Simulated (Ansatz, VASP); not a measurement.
## Two plane-wave programs on SiC

File INCAR:

```
SYSTEM = SiC
ALGO = Normal
EDIFF = 1E-6
ENCUT = 520
GGA = PS
ISIF = 2
ISMEAR = 0
LASPH = .TRUE.
LCHARG = .FALSE.
LREAL = .FALSE.
LWAVE = .FALSE.
NBANDS = 26
NELM = 60
PREC = Accurate
SIGMA = 0.05
```

File KPOINTS:

```
k-points
0
G
  12 12 4
  0 0 0
```

POSCAR

```
SiC
1.0
    3.0780670561      0.0000000000      0.0000000000
   -1.5390335280      2.6656842651      0.0000000000
    0.0000000000      0.0000000000     10.0758090271
Si C
4 4
Direct
    0.6683738625      0.3333333333      0.9297887850
    0.3316261375      0.6666666667      0.4458668984
    0.0017618921      0.0000000000      0.6917531782
   -0.0017618921      0.0000000000      0.1840415204
    0.6617934785      0.3333333333      0.7476756103
    0.3382065215      0.6666666667      0.2519627265
    0.0037109680      0.0000000000      0.5077777307
   -0.0037109680      0.0000000000     -0.0068684495
```

Input for Ansatz:

```yaml
crystal:
  lattice:
    - [3.0780670561, 0.0, 0.0]
    - [-1.539033528, 2.6656842651, 0.0]
    - [0.0, 0.0, 10.0758090271]
  atoms:
    - { symbol: Si, position: [0.6683738625, 0.3333333333, 0.929788785] }
    - { symbol: Si, position: [0.3316261375, 0.6666666667, 0.4458668984] }
    - { symbol: Si, position: [0.0017618921, 0.0, 0.6917531782] }
    - { symbol: Si, position: [-0.0017618921, 0.0, 0.1840415204] }
    - { symbol: C, position: [0.6617934785, 0.3333333333, 0.7476756103] }
    - { symbol: C, position: [0.3382065215, 0.6666666667, 0.2519627265] }
    - { symbol: C, position: [0.003710968, 0.0, 0.5077777307] }
    - { symbol: C, position: [-0.003710968, 0.0, -0.0068684495] }
basis:
  ecutwfc: 520.0
kpoints:
  mp_grid: { grid: [12, 12, 4] }
hamiltonian:
  xc: pbesol
  pseudopotentials: { kind: paw, azcp: { folder: soft_1 } }
scf:
  occupations: { method: gaussian, width: 0.05 }
output:
  forces: true
  stress: true
  eigenvalues: true
```

Change from the starting cell: mode 10 frozen in at -0.081 Å and mode 18 at -0.015 Å (largest displacements).

Alike in both runs: task single point; functional PBEsol; k mesh 12 × 12 × 4; occupations gaussian, width 0.05 eV; no spin polarisation.

|  | VASP | Ansatz |
| --- | --- | --- |
| version | VASP 6.6.1 | Ansatz 0.2.0 |
| potentials or method | VASP PAW PBE potentials, release 64 (Si, C), cutoff 520 eV | scalar-relativistic, plane waves, PAW |
| valence electrons in the cell | 32 | 32 |

VASP gave:

* gap on the k mesh at the Fermi level (eV): 1.86
* least direct gap on the mesh (eV): 3.11
* pressure (GPa): 0.9
* traceless stress, the component that is largest in VASP (GPa): 0.49
* rms of the force components (eV/Å): 0.491

Question: Which values does Ansatz return?

Answer: gap on the k mesh at the Fermi level (eV): 1.87; least direct gap on the mesh (eV): 3.12; pressure (GPa): 0.5; traceless stress, the component that is largest in VASP (GPa): 0.49; rms of the force components (eV/Å): 0.490.

VASP's potentials were made for PBE, not for PBEsol, and Ansatz warns of the same on its side. Atom by atom the forces differ by 0.002 eV/Å (rms over components).
